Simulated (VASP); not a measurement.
Wanted: the native input for a VASP 6.6.1 run.

| Quantity | Value |
| --- | --- |
| Task | relaxation of cell and atoms |
| Functional | PBEsol |
| Potentials or basis | VASP PAW PBE potentials, release 64 (Cl) |
| Cutoff | 600 eV |
| k mesh | 6 × 6 × 2 |
| Occupations | gaussian, width 0.1 eV |
| Spin | no spin polarisation |
| Dipole correction | no |
| Further INCAR settings | ALGO = Normal; EDIFF = 1e-06; IBRION = 2; EDIFFG = -0.04; NSW = 90; ISIF = 3 |

The structure of Cl lies in POSCAR:

```
Cl
1.0
    3.7325342936      0.0000000000      0.0000000000
   -1.8662671468      3.2324695188      0.0000000000
    0.0000000000      0.0000000000     10.1658454339
Cl
4
Direct
    0.0000000000      0.0000000000      0.2500000000
    0.0000000000      0.0000000000      0.7500000000
    0.3333333333      0.6666666667      0.7500000000
    0.6666666667      0.3333333333      0.2500000000
```

The input as run:

INCAR

```
SYSTEM = Cl
PREC     = Accurate       ! precision mode
ENCUT    = 600            ! plane-wave cutoff, eV
EDIFF    = 1E-6           ! SCF threshold, eV
ISMEAR   = 0              ! smearing method
SIGMA    = 0.1            ! smearing width, eV
LREAL    = .False.        ! projectors in reciprocal space
LASPH    = .True.         ! aspherical terms in the spheres
NELM     = 80             ! most SCF steps
ALGO     = Normal         ! electronic algorithm
ISIF     = 3              ! what is computed and relaxed
LWAVE    = .False.        ! write WAVECAR
LCHARG   = .False.        ! write CHGCAR
GGA      = PS             ! functional
IBRION   = 2              ! ionic algorithm
NSW      = 90             ! ionic steps
EDIFFG   = -0.04          ! ionic threshold
```

KPOINTS

```
Automatic mesh
0
Gamma
  6 6 2
  0 0 0
```

Potentials or basis: VASP PAW PBE potentials, release 64 (Cl).

The run is started by

```console
$ cat potpaw_PBE.64/Cl/POTCAR > POTCAR
$ mpirun -np 1 vasp_std > vasp.out
```

Results of the run:

| Item | Value |
| --- | --- |
| Relaxed volume | 42.55 Å³/atom |
| Relaxed cell | a = 4.398 Å, b = 4.398 Å, c = 10.162 Å, α = 90.00°, β = 90.00°, γ = 120.00° |
| Space group after relaxing (to 0.1 Å) | P6_3/mmc (No. 194) |
| Energy gained by relaxing | 806.4 meV/atom |
| Ionic steps | 5 |
| Pressure after relaxing | 0.0 GPa |
| Band gap on the k mesh | zero (bands 14 and 15 overlap by 0.12 eV) |

Caveat: the volume moved by over 15 % at a fixed basis, so the end points are rough; the PAW data sets were made with another functional, which shifts forces and pressure a little; this functional lacks dispersion, which binds the layers, so the pressure and a relaxed spacing across them are unreliable.

Run time: 75 s on 1 thread of Intel(R) Xeon(R) 6975P-C (Granite Rapids), with other jobs on the host, peak memory 0.26 GiB.
